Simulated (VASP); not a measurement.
Wanted: the native input for a VASP 6.6.1 run.

```
Task                   : single point
Functional             : LDA
Potentials or basis    : VASP PAW LDA potentials, release 64 (Te, Pt)
Cutoff                 : 520 eV
k mesh                 : 12 × 12 × 8
Occupations            : gaussian, width 0.15 eV
Spin                   : collinear spin
Starting moments       : [0.0, 0.0, 0.5, 0.5] μB
Fixed moment           : 1 μB
Dipole correction      : no
Further INCAR settings : ALGO = Normal; EDIFF = 1e-06; NBANDS = 28
```

The structure of TePt lies in POSCAR:

```
TePt
1.0
    4.0231984860      0.0000000000      0.0000000000
   -2.0115992430      3.4841920933      0.0000000000
    0.0000000000      0.0000000000      5.2745134137
Te Pt
2 2
Direct
    0.3333333333      0.6666666667      0.2500000000
    0.6666666667      0.3333333333      0.7500000000
    0.0000000000      0.0000000000      0.0000000000
    0.0000000000      0.0000000000      0.5000000000
```

One way to write it, as run:

INCAR

```
ALGO = Normal
EDIFF = 1E-6
ENCUT = 520
GGA = CA
ISIF = 2
ISMEAR = 0
ISPIN = 2
LASPH = True
LCHARG = True
LELF = True
LMAXMIX = 4
LORBIT = 11
LREAL = False
LVHAR = True
LWAVE = False
MAGMOM = 0 0 0.5 0.5
NBANDS = 28
NELM = 150
NUPDOWN = 1.0
PREC = Accurate
SIGMA = 0.15
```

KPOINTS

```
k-points
0
Gamma
  12 12 8
```

Potentials or basis: VASP PAW LDA potentials, release 64 (Te, Pt).

Launch:

```console
$ cat potpaw_LDA.64/Te/POTCAR potpaw_LDA.64/Pt/POTCAR > POTCAR
$ mpirun -np 1 vasp_std > vasp.out
```

It gave:

```
Pressure                                              : 26.6 GPa
Net moment                                            : 1.00 μB per cell
Site moments                                          : Te +0.15; Pt +0.25 μB
Valence electrons inside the program's atomic spheres : Te 3.45; Pt 9.73
```

Caveat: the cell stands under pressure; the total moment is fixed, so each spin has its own Fermi level.

It took 4.5 min on 1 thread of Intel(R) Xeon(R) Platinum 8559C (Emerald Rapids) (shared host), peak memory 0.37 GiB.
